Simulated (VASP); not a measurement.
# MoS2 (R3m) in VASP: further runs

Runs on MoS2. Level: LDA. Tasks: single point.

All numbers are computed with VASP 6.6.1; they aren't measurements. Logs are shortened: lines on timing, memory, paths and dates and some standing lists are left out, and cuts for length are marked.

**1. The cell of the first run**

The structure is trigonal, space group R3m (No. 160). Conventional cell: a = 3.237 Å, b = 3.237 Å, c = 18.900 Å, α = 90.00°, β = 90.00°, γ = 120.00°. Within 3.3 Å of Mo (site symmetry 3m) lie 6 S at 2.44 to 2.45 Å and 6 Mo at 3.24 Å. Within 3.3 Å of S (site symmetry 3m) lie 3 Mo at 2.44 Å and 7 S at 3.16 to 3.24 Å. Within 3.3 Å of S (site symmetry 3m) lie 3 Mo at 2.45 Å and 7 S at 3.16 to 3.24 Å.

**2. Single point, LDA**

The input, INCAR:

```
SYSTEM = MoS2
PREC     = Accurate       ! precision mode
ENCUT    = 520            ! plane-wave cutoff, eV
EDIFF    = 1E-6           ! SCF threshold, eV
ISMEAR   = -1             ! smearing method
SIGMA    = 0.15           ! smearing width, eV
LREAL    = .False.        ! projectors in reciprocal space
LASPH    = .True.         ! aspherical terms in the spheres
NELM     = 100            ! most SCF steps
ALGO     = Normal         ! electronic algorithm
ISIF     = 2              ! what is computed and relaxed
LWAVE    = .False.        ! write WAVECAR
LCHARG   = .True.         ! write CHGCAR
GGA      = CA             ! functional
LELF     = .True.         ! ELF
LVHAR    = .True.       
NBANDS   = 20             ! bands
```

The input, KPOINTS:

```
Automatic mesh
0
Gamma
  11 11 11
  0 0 0
```

The input, POSCAR:

```
MoS2
1.0
    1.6185516955      0.9344708214      6.3000588146
   -1.6185516955      0.9344708214      6.3000588146
    0.0000000000     -1.8689426672      6.3000588146
Mo S
1 2
Direct
    0.0000000000      0.0000000000      0.0000000000
    0.2500000000      0.2500000000      0.2500000000
    0.4170000000      0.4170000000      0.4170000000
```

Potentials or basis: VASP PAW LDA potentials, release 64 (Mo_sv, S).

Started as:

```console
> cat potpaw_LDA.64/Mo_sv/POTCAR potpaw_LDA.64/S/POTCAR > POTCAR
> mpirun -np 1 vasp_std > vasp.out
```

OUTCAR:

```text
SYSTEM = MoS2
   PREC = Accurate
   ENCUT = 520
   EDIFF = 1E-6
   ISMEAR = -1
   LREAL = .False.
   LASPH = .True.
   NELM = 100
   ISIF = 2
   GGA = CA

 ion  position               nearest neighbor table
   1  0.000  0.000  0.000-   2 2.44   2 2.44   2 2.44   3 2.45   3 2.45   3 2.45
   2  0.250  0.250  0.250-   1 2.44   1 2.44   1 2.44
   3  0.417  0.417  0.417-   1 2.45   1 2.45   1 2.45

  LATTYP: Found a trigonal (rhomboedric) cell.
 ALAT       =     6.5714295533
 COS(alpha) =     0.8786713312

  Lattice vectors:

 A1 = (   1.6185516955,   0.9344708214,   6.3000588146)
 A2 = (  -1.6185516955,   0.9344708214,   6.3000588146)
 A3 = (   0.0000000000,  -1.8689426672,   6.3000588146)

Analysis of symmetry for initial positions (statically):
=====================================================================
 Subroutine PRICEL returns:
 Original cell was already a primitive cell.

 Routine SETGRP: Setting up the symmetry group for a
 trigonal (rhombohedral) supercell.

 Subroutine GETGRP returns: Found  6 space group operations
 (whereof  6 operations were pure point group operations)
 out of a pool of 12 trial point group operations.

The static configuration has the point symmetry C_3v.

Analysis of symmetry for dynamics (positions and initial velocities):
=====================================================================
 Subroutine PRICEL returns:
 Original cell was already a primitive cell.

 Routine SETGRP: Setting up the symmetry group for a
 trigonal (rhombohedral) supercell.

 Subroutine GETGRP returns: Found  6 space group operations
 (whereof  6 operations were pure point group operations)
 out of a pool of 12 trial point group operations.

The dynamic configuration has the point symmetry C_3v.

 Subroutine INISYM returns: Found  6 space group operations
 (whereof  6 operations are pure point group operations),
 and found     1 'primitive' translations

----------------------------------------------------------------------------------------

                                     Primitive cell

  volume of cell :      57.1727

  direct lattice vectors                    reciprocal lattice vectors
     1.618551696  0.934470821  6.300058815     0.308918153  0.178353997  0.052909569
    -1.618551696  0.934470821  6.300058815    -0.308918153  0.178353997  0.052909569
     0.000000000 -1.868942667  6.300058815     0.000000000 -0.356707993  0.052909540

  length of vectors
     6.571429553  6.571429553  6.571429659     0.360610587  0.360610587  0.360610610

  position of ions in fractional coordinates (direct lattice)
     0.000000000  0.000000000  0.000000000
     0.250000000  0.250000000  0.250000000
     0.417000000  0.417000000  0.417000000

  ion indices of the primitive-cell ions
   primitive index   ion index
                 1           1
                 2           2
                 3           3

----------------------------------------------------------------------------------------

 KPOINTS: Automatic mesh

Automatic generation of k-mesh.
 Grid dimensions read from file:
 generate k-points for:   11   11   11

 Generating k-lattice:

  Cartesian coordinates                     Fractional coordinates (reciprocal lattice)
     0.028083468  0.016214000  0.004809961     0.090909091  0.000000000  0.000000000
    -0.028083468  0.016214000  0.004809961     0.000000000  0.090909091  0.000000000
     0.000000000 -0.032427999  0.004809958     0.000000000  0.000000000  0.090909091

  Length of vectors
     0.032782781  0.032782781  0.032782783

  Shift w.r.t. Gamma in fractional coordinates (k-lattice)
     0.000000000  0.000000000  0.000000000

 Subroutine IBZKPT returns following result:
 ===========================================

 Found    146 irreducible k-points:

 Following reciprocal coordinates:
            Coordinates               Weight
  0.000000  0.000000  0.000000      1.000000
  0.090909 -0.000000  0.000000      6.000000
  0.181818  0.000000  0.000000      6.000000
  0.272727  0.000000 -0.000000      6.000000
  0.363636 -0.000000 -0.000000      6.000000
  0.454545 -0.000000  0.000000      6.000000
[... 16 lines left out ...]
 -0.272727  0.181818  0.000000     12.000000
 -0.181818  0.181818  0.000000      6.000000
 [... further k-points ...]
   k-points           NKPTS =    146   k-points in BZ     NKDIM =    146   number of bands    NBANDS=     20
   number of dos      NEDOS =    301   number of ions     NIONS =      3
   total plane-waves  NPLWV = 125000
   dimension x,y,z NGX =    50 NGY =   50 NGZ =   50
   dimension x,y,z NGXF=   100 NGYF=  100 NGZF=  100
   ions per type =               1   2
   NGX,Y,Z   is equivalent  to a cutoff of  12.65, 12.65, 12.65 a.u.
   NGXF,Y,Z  is equivalent  to a cutoff of  25.30, 25.30, 25.30 a.u.
 SYSTEM =  MoS2
   PREC   = accura    normal or accurate (medium, high low for compatibility)
   ISTART =      0    job   : 0-new  1-cont  2-samecut
   ICHARG =      2    charge: 1-file 2-atom 10-const
   ISPIN  =      1    spin polarized calculation?
   LNONCOLLINEAR =      F non collinear calculations
   LSORBIT =      F    spin-orbit coupling
   LASPH  =      T    aspherical Exc in radial PAW
   ENCUT  =  520.0 eV  38.22 Ry    6.18 a.u.  12.22 12.22 12.22*2*pi/ulx,y,z
   NELM   =    100;   NELMIN=  2; NELMDL= -5     # of ELM steps
   EDIFF  = 0.1E-05   stopping-criterion for ELM
   LREAL  =      F    real-space projection
   EDIFFG = 0.1E-04   stopping-criterion for IOM
   NSW    =      0    number of steps for IOM
   IBRION =     -1    ionic relax: 0-MD 1-quasi-New 2-CG
   NFREE  =      0    steps in history (QN), initial steepest desc. (CG)
   ISIF   =      2    stress and relaxation
   ISYM   =      2    0-nonsym 1-usesym 2-fastsym
   POTIM  = 0.5000    time-step for ionic-motion
   TEBEG  =    0.0;   TEEND  =   0.0 temperature during run
   PSTRESS=    0.0 pullay stress
   NELECT =      26.0000    total number of electrons
   NUPDOWN=      -1.0000    fix difference up-down
   EMIN   =  10.00;   EMAX   =-10.00  energy-range for DOS
   EFERMI =   0.00;   METHOD = LEGACY
   ISMEAR =    -1;   SIGMA  =   0.15  broadening in eV -4-tet -1-fermi 0-gaus
   EFERMI_NEDOS =   21; number of points for ismear=-14 and -15
   IALGO  =     38    algorithm
   IMIX   =      4    mixing-type and parameters
     AMIX     =   0.40;   BMIX     =  1.00
     AMIX_MAG =   1.60;   BMIX_MAG =  1.00
  volume/ion in A,a.u.               =      19.06       128.61
  Fermi-wavevector in a.u.,A,eV,Ry     =   1.258935  2.379041 21.564096  1.584916
  Thomas-Fermi vector in A             =   2.392519
   LORBIT       =      0    0 simple, 1 ext, 2 COOP (PROOUT), +10 PAW based schemes
   GGA     = CA    functional components
   LHFCALC =     F    Hartree Fock is set to
   AEXX    =    0.0000 exact exchange contribution
   IVDW    =     0    specifies the selected vdW correction
   LEPSILON=     F    determine dielectric tensor
   LRPA    =     F    only Hartree local field effects (RPA)
 non-spin polarized calculation
  energy-cutoff  :      520.00
  volume of cell :       57.17
 maximum number of plane-waves:      1559
 NGX is ok and might be reduce to    50
   NGX = 25   NGY = 25   NGZ = 25

 number of electron      26.0000001 magnetization

 Free energy of the ion-electron system (eV)
  ---------------------------------------------------
  ext. energy  EPLUGINS =         0.00000000
  ---------------------------------------------------
  free energy    TOTEN  =       -24.28240798 eV

  energy without entropy =      -24.27712699  energy(sigma->0) =      -24.27976749

 E-fermi :   6.7966     XC(G=0): -10.7897

 val. band max:        6.5288403281   @ k =   0.4545   0.4545   0.4545
 cond. band min:       7.4375439830   @ k =  -0.1818   0.1818   0.0000
 fundamental gap:      0.9087036549
 Fermi energy:         6.7966041404

 k-point     1 :       0.0000    0.0000    0.0000
  band No.  band energies     occupation
      1     -54.6712      2.00000
      2     -28.9726      2.00000
      3     -28.8015      2.00000
      4     -28.8015      2.00000
      5      -7.9955      2.00000
      6      -6.4788      2.00000
[... 12 lines left out ...]
     19      14.3368      0.00000
     20      14.6948      0.00000

 k-point     2 :       0.0909   -0.0000    0.0000
  band No.  band energies     occupation
      1     -54.6688      2.00000
      2     -28.9678      2.00000
      3     -28.8269      2.00000
      4     -28.8073      2.00000
      5      -7.8796      2.00000
      6      -6.4394      2.00000
[... 12 lines left out ...]
     19      14.7662      0.00000
     20      14.9003      0.00000

 k-point     3 :       0.1818    0.0000    0.0000
  band No.  band energies     occupation
      1     -54.6623      2.00000
      2     -28.9548      2.00000
      3     -28.8945      2.00000
      4     -28.8230      2.00000
      5      -7.5528      2.00000
      6      -6.3284      2.00000
[... 12 lines left out ...]
     19      15.0201      0.00000
     20      15.4107      0.00000

 k-point     4 :       0.2727    0.0000   -0.0000
  band No.  band energies     occupation
      1     -54.6539      2.00000
      2     -28.9819      2.00000
      3     -28.9377      2.00000
      4     -28.8433      2.00000
      5      -7.0803      2.00000
      6      -6.1696      2.00000
[... 12 lines left out ...]
     19      14.3104      0.00000
     20      14.8586      0.00000

 k-point     5 :       0.3636   -0.0000   -0.0000
  band No.  band energies     occupation
      1     -54.6461      2.00000
      2     -29.0611      2.00000
      3     -28.9220      2.00000
      4     -28.8620      2.00000
      5      -6.5819      2.00000
      6      -6.0082      2.00000
[... 12 lines left out ...]
     19      13.4687      0.00000
     20      13.9674      0.00000

 k-point     6 :       0.4545   -0.0000    0.0000
  band No.  band energies     occupation
      1     -54.6414      2.00000
      2     -29.1078      2.00000
      3     -28.9127      2.00000
      4     -28.8730      2.00000
      5      -6.2407      2.00000
      6      -5.9064      2.00000
[... 12 lines left out ...]
     19      13.2897      0.00000
     20      13.6622      0.00000

 k-point     7 :       0.0909    0.0909   -0.0000
  band No.  band energies     occupation
      1     -54.6688      2.00000
      2     -28.9678      2.00000
      3     -28.8269      2.00000
      4     -28.8073      2.00000
      5      -7.8749      2.00000
      6      -6.4478      2.00000
[... 12 lines left out ...]
     19      14.7815      0.00000
     20      14.9185      0.00000
[... 277 lines left out ...]
 k-point    20 :       0.4545    0.1818    0.0000
  band No.  band energies     occupation
      1     -54.6432      2.00000
      2     -29.0527      2.00000
      3     -28.9163      2.00000
      4     -28.9073      2.00000
      5      -6.3691      2.00000
      6      -5.9618      2.00000
[... 12 lines left out ...]
     19      14.4800      0.00000
     20      15.0867      0.00000

 k-point    21 :      -0.4545    0.1818    0.0000
  band No.  band energies     occupation
      1     -54.6393      2.00000
      2     -29.0803      2.00000
      3     -28.9286      2.00000
      4     -28.9084      2.00000
      5      -6.0864      2.00000
      6      -5.8523      2.00000
[... 12 lines left out ...]
     19      14.7244      0.00000
     20      14.9973      0.00000

 k-point    22 :      -0.3636    0.1818    0.0000
  band No.  band energies     occupation
      1     -54.6393      2.00000
      2     -29.0803      2.00000
      3     -28.9286      2.00000
      4     -28.9084      2.00000
      5      -6.1001      2.00000
      6      -5.8374      2.00000
[... 12 lines left out ...]
     19      14.5586      0.00000
     20      15.1486      0.00000

 k-point    23 :      -0.2727    0.1818    0.0000
  band No.  band energies     occupation
      1     -54.6432      2.00000
      2     -29.0527      2.00000
      3     -28.9163      2.00000
      4     -28.9073      2.00000
      5      -6.4033      2.00000
      6      -5.9212      2.00000
[... 12 lines left out ...]
     19      14.3431      0.00000
     20      15.2053      0.00000

 k-point    24 :      -0.1818    0.1818    0.0000
  band No.  band energies     occupation
      1     -54.6498      2.00000
      2     -29.0037      2.00000
      3     -28.9295      2.00000
      4     -28.8737      2.00000
      5      -6.8445      2.00000
      6      -6.0664      2.00000
[... 12 lines left out ...]
     19      14.3343      0.00000
     20      15.3484      0.00000

 [... further k-points ...]
[... 5 lines left out ...]
  --------------------------------------------------------------------------------------
  -------------------------------------------------------------------------------------
  Total       -4.2999839     -4.2999830     -3.8726990      0.0000000      0.0000002      0.0000000
  in kB     -120.5005631   -120.5005388   -108.5265494      0.0000000      0.0000059      0.0000000
  external PRESSURE =    -116.5092171 kB  Pullay stress =       0.0000000 kB

 VOLUME and BASIS-vectors are now :
 -----------------------------------------------------------------------------
  energy-cutoff  :      520.00
  volume of cell :       57.17
      direct lattice vectors                 reciprocal lattice vectors
     1.618551696  0.934470821  6.300058815     0.308918153  0.178353997  0.052909569
    -1.618551696  0.934470821  6.300058815    -0.308918153  0.178353997  0.052909569
     0.000000000 -1.868942667  6.300058815     0.000000000 -0.356707993  0.052909540

 POSITION                                       TOTAL-FORCE (eV/Angst)
 -----------------------------------------------------------------------------------
      0.00000      0.00000      0.00000         0.000000     -0.000000      0.070278
      0.00000     -0.00000      4.72504         0.000000     -0.000000      1.003078
      0.00000     -0.00000      7.88137         0.000000      0.000000     -1.073356
 -----------------------------------------------------------------------------------
    total drift:                                0.000000     -0.000003      0.000091

  FREE ENERGIE OF THE ION-ELECTRON SYSTEM (eV)
  ---------------------------------------------------
  free  energy   TOTEN  =       -24.2824079842 eV

  energy  without entropy=      -24.2771269894  energy(sigma->0) =      -24.27976749
```

It took 17 min on 1 thread of Intel Xeon 8259CL, shared host; peak memory 0.37 GiB.

Results:

```
Free energy            : -24.2824 eV
Pressure               : -11.7 GPa
Largest force          : 1.073 eV/Å
Band gap on the k mesh : 0.91 eV (least direct gap 1.71 eV)
```

Forces on the atoms (eV/Å):
```
Mo   0.000  0.000  0.070
S    0.000  0.000  1.003
S    0.000  0.000 -1.073
```

Stress tensor (GPa, compression positive):
```
-12.05   0.00   0.00
  0.00 -12.05   0.00
  0.00   0.00 -10.85
```

Levels at points of the mesh, in eV from the valence-band top:
| k point | band 11 | band 12 | band 13 | band 14 | band 15 | band 16 |
| --- | --- | --- | --- | --- | --- | --- |
| (0.00, 0.00, 0.00) | -2.13 | -1.17 | -0.99 | 1.92 | 1.92 | 2.25 |

Caveat: the cell stands under tension; forces of over 1 eV/Å act on the atoms, so gaps and moduli don't describe the material at rest. A k mesh can miss the band edges.

**3. Single point, LDA**

This run uses another cell than the first one, of 19.50 Å³/atom.

The input, INCAR:

```
SYSTEM = MoS2
  PREC = Accurate
  ENCUT = 520
  EDIFF = 1E-7
  ISMEAR = -1
  SIGMA = 0.15
  LREAL = .False.
  LASPH = .True.
  NELM = 100
  ALGO = Normal
  ISIF = 2
  LWAVE = .False.
  LCHARG = .False.
  GGA = CA
  NBANDS = 20
```

KPOINTS is that of step 2.

The input, POSCAR:

```
MoS2
1.0
    1.6310025824      0.9416593410      6.3485227101
   -1.6310025824      0.9416593410      6.3485227101
    0.0000000000     -1.8833197142      6.3485227101
Mo S
1 2
Direct
    0.0000000000      0.0000000000      0.0000000000
    0.2500000000      0.2500000000      0.2500000000
    0.4170000000      0.4170000000      0.4170000000
```

Potentials or basis: VASP PAW LDA potentials, release 64 (Mo_sv, S).

Started as:

```console
> cat potpaw_LDA.64/Mo_sv/POTCAR potpaw_LDA.64/S/POTCAR > POTCAR
> mpirun -np 1 vasp_std > vasp.out
```

Run time: 16 min. Hardware: 1 thread of Intel Xeon 8259CL, shared host; peak memory 0.38 GiB.

Results (log left out):

```
Free energy            : -24.1764 eV
Pressure               : -14.0 GPa
Largest force          : 1.372 eV/Å
Band gap on the k mesh : 0.92 eV (least direct gap 1.66 eV)
```

Forces on the atoms (eV/Å):
```
Mo   0.000  0.000  0.066
S    0.000  0.000  1.306
S    0.000  0.000 -1.372
```

Stress tensor (GPa, compression positive):
```
-14.27   0.00   0.00
  0.00 -14.27   0.00
  0.00   0.00 -13.40
```

Levels at points of the mesh, in eV from the valence-band top:
```csv
k point,band 11,band 12,band 13,band 14,band 15,band 16
"(0.00, 0.00, 0.00)",-2.06,-1.14,-0.93,1.89,1.89,2.19
```

Caveat: the cell stands under tension; forces of over 1 eV/Å act on the atoms, so gaps and moduli don't describe the material at rest. A k mesh can miss the band edges.
